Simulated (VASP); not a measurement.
Runs of VASP 6.6.1 on Rh. The structure is that of space group Fm-3m (No. 225), or close to it. The cells are those of the table. 

| cell | further INCAR settings | gap on the mesh (eV) | pressure (GPa) |
| --- | --- | --- | --- |
| a = 2.750, b = 2.750, c = 2.730 Å, angles 60.2, 60.2, 59.5°, 1 atom | ALGO = Fast; EDIFF = 1e-07; NBANDS = 14 | none | -8.8 |
| a = 2.690, b = 2.690, c = 2.730 Å, angles 59.5, 59.5, 61.0°, 1 atom | ALGO = Fast; EDIFF = 1e-07; NBANDS = 14 | none | (b) |
| a = 2.709, b = 2.709, c = 2.730 Å, angles 59.8, 59.8, 60.5°, 1 atom | ALGO = Fast; EDIFF = 1e-07; NBANDS = 14 | none | -2.1 |
| a = 2.750, b = 2.750, c = 2.770 Å, angles 59.8, 59.8, 60.5°, 1 atom | ALGO = Fast; EDIFF = 1e-06; NBANDS = 14 | none | (a) |
| a = 2.730, b = 2.730, c = 2.689 Å, angles 60.5, 60.5, 59.0°, 1 atom | ALGO = Fast; EDIFF = 1e-06; NBANDS = 14 | none | -1.9 |
| a = 2.710, b = 2.710, c = 2.770 Å, angles 59.3, 59.3, 61.5°, 1 atom | ALGO = Fast; EDIFF = 1e-06; NBANDS = 14 | none | -5.2 |
| a = 2.710, b = 2.710, c = 2.649 Å, angles 60.7, 60.7, 58.5°, 1 atom | ALGO = Fast; EDIFF = 1e-07; NBANDS = 14 | none | 6.4 |
| a = 2.730, b = 2.730, c = 2.770 Å, angles 59.5, 59.5, 61.0°, 1 atom | ALGO = Fast; EDIFF = 1e-06; NBANDS = 14 | none | -8.7 |

Alike in all rows: task single point; level PBE; potentials or basis VASP PAW PBE potentials, release 64 (Rh_pv); no spin polarisation; k mesh 22 × 22 × 22; cutoff (eV) 520; smearing gaussian 0.15 eV.

Fill in the values left out.

(a) -11.8; (b) 1.9.

A k mesh can miss the band edges, and the runs leave out spin-orbit coupling on Rh.

A gap of «none» marks levels without a gap at the run's occupations.
